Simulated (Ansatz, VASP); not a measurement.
Hf2Ti in VASP and in Ansatz

Contents of INCAR:

```
SYSTEM = Hf2Ti
PREC     = Accurate       ! precision mode
ENCUT    = 520            ! plane-wave cutoff, eV
EDIFF    = 1E-6           ! SCF threshold, eV
ISMEAR   = 0              ! smearing method
SIGMA    = 0.1            ! smearing width, eV
LREAL    = .False.        ! projectors in reciprocal space
LASPH    = .True.         ! aspherical terms in the spheres
NELM     = 100            ! most SCF steps
ALGO     = Fast           ! electronic algorithm
ISIF     = 2              ! what is computed and relaxed
LWAVE    = .False.        ! write WAVECAR
LCHARG   = .True.         ! write CHGCAR
GGA      = PE             ! functional
LELF     = .True.         ! ELF
LVHAR    = .True.       
NBANDS   = 41             ! bands
```

KPOINTS

```
regular mesh
0
Gamma
  4 4 4
  0 0 0
```

POSCAR

```
Hf2Ti
1.0
    0.0000000000      3.7827188830      3.7827188830
    3.7827188830      0.0000000000      3.7827188830
    3.7827188830      3.7827188830      0.0000000000
Hf Ti
4 2
Direct
    0.6250000000      0.6250000000      0.6250000000
    0.1250000000      0.6250000000      0.6250000000
    0.6250000000      0.6250000000      0.1250000000
    0.6250000000      0.1250000000      0.6250000000
    0.0000000000      0.0000000000      0.0000000000
    0.2500000000      0.2500000000      0.2500000000
```

Input for Ansatz:

```yaml
crystal:
  lattice:
    - [0.0, 3.782718883, 3.782718883]
    - [3.782718883, 0.0, 3.782718883]
    - [3.782718883, 3.782718883, 0.0]
  atoms:
    - { symbol: Hf, position: [0.625, 0.625, 0.625] }
    - { symbol: Hf, position: [0.125, 0.625, 0.625] }
    - { symbol: Hf, position: [0.625, 0.625, 0.125] }
    - { symbol: Hf, position: [0.625, 0.125, 0.625] }
    - { symbol: Ti, position: [0.0, 0.0, 0.0] }
    - { symbol: Ti, position: [0.25, 0.25, 0.25] }
basis:
  ecutwfc: 420
kpoints:
  mp_grid: { grid: [4, 4, 4] }
hamiltonian:
  xc: pbe
scf:
  occupations: { method: gaussian, width: 0.1 }
  lower_state_search: "off"
output:
  forces: true
  stress: true
  eigenvalues: true
```

Alike in both runs: task single point; functional PBE; k mesh 4 × 4 × 4; occupations gaussian, width 0.1 eV; no spin polarisation.

|  | VASP | Ansatz |
| --- | --- | --- |
| version | VASP 6.6.1 | Ansatz 0.2.0 |
| potentials or method | VASP PAW PBE potentials, release 64 (Hf_pv, Ti_sv), cutoff 520 eV | scalar-relativistic, plane waves, PAW |
| valence electrons in the cell | 64 | 128 |

Ansatz gave:

```
gap on the k mesh at the Fermi level (eV) : none
pressure (GPa)                            : 24.5
```

Task: What did VASP give for the same quantities?

Result: gap on the k mesh at the Fermi level (eV): none; pressure (GPa): 24.2.

A gap of «none» marks a metal or a gap that the smearing closes. VASP's potentials hold 64 valence electrons a cell and Ansatz's 128, so a difference there can come from the potentials and not from the codes. Ansatz's warnings: bands unlocked at the loops exit, eigensolver not converged.

Neither program's run includes spin-orbit coupling.
